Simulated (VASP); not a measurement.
Here is a VASP 6.6.1 calculation.

The input INCAR:

```
SYSTEM = Al
PREC = Accurate
ENCUT = 520
EDIFF = 1E-6
ISMEAR = 0
SIGMA = 0.15
LREAL = .FALSE.
LASPH = .TRUE.
NELM = 100
ALGO = Fast
ISIF = 2
LWAVE = .FALSE.
LCHARG = .FALSE.
GGA = PS
NBANDS = 8
```

KPOINTS

```
regular mesh
0
G
  20 20 20
  0 0 0
```

Contents of POSCAR:

```
Al
1.0
    0.0379496250      2.0239800000      2.0239800000
    2.0239800000      0.0379496250      2.0239800000
    2.0619296250      2.0619296250      0.0000000000
Al
1
Direct
    0.0000000000      0.0000000000      0.0000000000
```

Potentials or basis: VASP PAW PBE potentials, release 64 (Al).

Run with:

```bash
$ cat potpaw_PBE.64/Al/POTCAR > POTCAR
$ mpirun -np 1 vasp_std > vasp.out
```

Problem. Estimate the band gap on the k mesh.

Solution. Zero (an odd number of electrons rules out a gap without spin polarisation).

Problem. Predict the pressure.

Solution. -1.7 GPa.

Stress tensor (GPa, compression positive):
```
-1.47 -1.20  0.00
-1.20 -1.47  0.00
 0.00  0.00 -2.25
```

Caveat: the cell differs from its parent crystal (strain +0.0375 x Voigt [0, 0, 0, 0, 0, 1]); the PAW data sets were made with another functional, which shifts forces and pressure a little.
